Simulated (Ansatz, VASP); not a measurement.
One calculation of HRh6, two programs

Contents of INCAR:

```
  PREC = Accurate
  ENCUT = 520
  EDIFF = 1E-7
  ISMEAR = 0
  SIGMA = 0.1
  LREAL = False
  LASPH = True
  NELM = 80
  ALGO = Fast
  ISIF = 2
  LWAVE = False
  LCHARG = True
  LDIPOL = True
  IDIPOL = 3
  DIPOL = 0.5 0.5 0.292
  GGA = PE
  LELF = True
  LVHAR = True
  LVACPOTAV = True
  NBANDS = 104
```

File KPOINTS:

```
Automatic mesh
0
Gamma
  6 6 1
```

The input POSCAR:

```
HRh6
1.0
    5.4165863251      0.0000000000      0.0000000000
   -2.7082931626      4.6909013593      0.0000000000
    0.0000000000      0.0000000000     22.2966119230
Rh H
12 2
Direct
    0.3333333333      0.1666666667      0.1793994538
    0.3333333333      0.6666666667      0.1793994538
    0.8333333333      0.1666666667      0.1793994538
    0.8333333333      0.6666666667      0.1793994538
    0.1666666667      0.3333333333      0.2757769167
    0.1666666667      0.8333333333      0.2757769167
    0.6666666667      0.3333333333      0.2757769167
    0.6666666667      0.8333333333      0.2757769167
    0.0000000000      0.0000000000      0.3721019118
    0.0000000000      0.5000000000      0.3721019118
    0.5000000000      0.0000000000      0.3721019118
    0.5000000000      0.5000000000      0.3721019118
    0.2153584700      0.4307169401      0.3922843503
    0.2846415300      0.5692830599      0.3922843503
```

Input for Ansatz:

```yaml
crystal:
  lattice:
    - [5.4165863251, 0.0, 0.0]
    - [-2.7082931626, 4.6909013593, 0.0]
    - [0.0, 0.0, 22.296611923]
  atoms:
    - { symbol: Rh, position: [0.3333333333, 0.1666666667, 0.1793994538] }
    - { symbol: Rh, position: [0.3333333333, 0.6666666667, 0.1793994538] }
    - { symbol: Rh, position: [0.8333333333, 0.1666666667, 0.1793994538] }
    - { symbol: Rh, position: [0.8333333333, 0.6666666667, 0.1793994538] }
    - { symbol: Rh, position: [0.1666666667, 0.3333333333, 0.2757769167] }
    - { symbol: Rh, position: [0.1666666667, 0.8333333333, 0.2757769167] }
    - { symbol: Rh, position: [0.6666666667, 0.3333333333, 0.2757769167] }
    - { symbol: Rh, position: [0.6666666667, 0.8333333333, 0.2757769167] }
    - { symbol: Rh, position: [0.0, 0.0, 0.3721019118] }
    - { symbol: Rh, position: [0.0, 0.5, 0.3721019118] }
    - { symbol: Rh, position: [0.5, 0.0, 0.3721019118] }
    - { symbol: Rh, position: [0.5, 0.5, 0.3721019118] }
    - { symbol: H, position: [0.21535847, 0.4307169401, 0.3922843503] }
    - { symbol: H, position: [0.28464153, 0.5692830599, 0.3922843503] }
basis:
  ecutwfc: 420
kpoints:
  mp_grid: { grid: [6, 6, 1] }
hamiltonian:
  xc: pbe
  pseudopotentials: { kind: paw, azcp: { folder: soft_1 } }
scf:
  occupations: { method: gaussian, width: 0.1 }
output:
  forces: true
  eigenvalues: true
efield:
  axis: 3
  dipole_correction: true
  ramp_width: 0.04
```

Alike in both runs: task single point; functional PBE; k mesh 6 × 6 × 1; occupations gaussian, width 0.1 eV; no spin polarisation.

|  | VASP | Ansatz |
| --- | --- | --- |
| version | VASP 6.6.1 | Ansatz 0.2.0 |
| potentials or method | VASP PAW PBE potentials, release 64 (Rh_pv, H), cutoff 520 eV | scalar-relativistic, plane waves, PAW |
| valence electrons in the cell | 182 | 206 |

|  | VASP | Ansatz | Ansatz less VASP |
| --- | --- | --- | --- |
| gap on the k mesh at the Fermi level (eV) | none | none | - |
| rms of the force components (eV/Å) | 3.330 | 3.289 | -0.0406 |
| work function, face that differs most (eV) | 5.00 | 5.00 | +0.004 |

Atom by atom the forces differ by 0.042 eV/Å (rms over components). A gap of «none» marks a metal or a gap that the smearing closes. With one functional, cell and mesh, what is left measures potentials, basis and numerics. VASP's potentials hold 182 valence electrons a cell and Ansatz's 206, so a difference there can come from the potentials and not from the codes.
